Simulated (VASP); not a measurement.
Wanted: the native input for a VASP 6.6.1 run.

```yaml
Task: single point
Functional: PBE
Potentials_or_basis: VASP PAW PBE potentials, release 64 (Nd_3, Sc_sv, Cl), 4f in core
Cutoff: 500 eV
k_mesh: 6 × 6 × 4
Occupations: gaussian, width 0.1 eV
Spin: no spin polarisation
Dipole_correction: no
Further_INCAR_settings: ALGO = Normal; EDIFF = 1e-06; NBANDS = 32
```

The structure of Nd2ScCl2 lies in POSCAR:

```
Nd2ScCl2
1.0
    5.9397075365      0.0000000000      0.0000000000
    0.0000000000      5.9397075365      0.0000000000
    0.0000000000      0.0000000000      9.1276390094
Nd Sc Cl
2 1 2
Direct
    0.0000000000      0.5000000000      0.0000000000
    0.5000000000      0.0000000000      0.0000000000
    0.5000000000      0.5000000000      0.0000000000
    0.5000000000      0.5000000000      0.7382006544
    0.5000000000      0.5000000000      0.2617993456
```

The input as run:

INCAR

```
SYSTEM = Nd2ScCl2
PREC = Accurate
ENCUT = 500
EDIFF = 1E-6
ISMEAR = 0
SIGMA = 0.1
LREAL = .False.
LASPH = .True.
NELM = 200
ALGO = Normal
ISIF = 2
LWAVE = .False.
LCHARG = .False.
GGA = PE
NBANDS = 32
GGA_COMPAT = .False.
LMAXMIX = 6
```

KPOINTS

```
regular mesh
0
Gamma
  6 6 4
  0 0 0
```

Potentials or basis: VASP PAW PBE potentials, release 64 (Nd_3, Sc_sv, Cl), 4f in core.

Launch:

```bash
$ cat potpaw_PBE.64/Nd_3/POTCAR potpaw_PBE.64/Sc_sv/POTCAR potpaw_PBE.64/Cl/POTCAR > POTCAR
$ mpirun -np 1 vasp_std > vasp.out
```

It gave:

```json
{
  "Pressure": "0.0 GPa",
  "Largest force": "0.029 eV/Å",
  "Band gap on the k mesh": "zero (an odd number of electrons rules out a gap without spin polarisation)"
}
```

Caveat: spin-orbit coupling is left out, which moves the levels of the heavy elements; this functional lacks dispersion, which binds layers or chains, so the pressure and a relaxed spacing across them are unreliable; the 4f electrons are frozen in the core, so they carry no moment and show no levels; the run has no spin polarisation, though such a crystal can be magnetic.

It took 3.1 min on 1 thread of Intel(R) Xeon(R) 6975P-C (Granite Rapids) (shared host), peak memory 0.59 GiB.
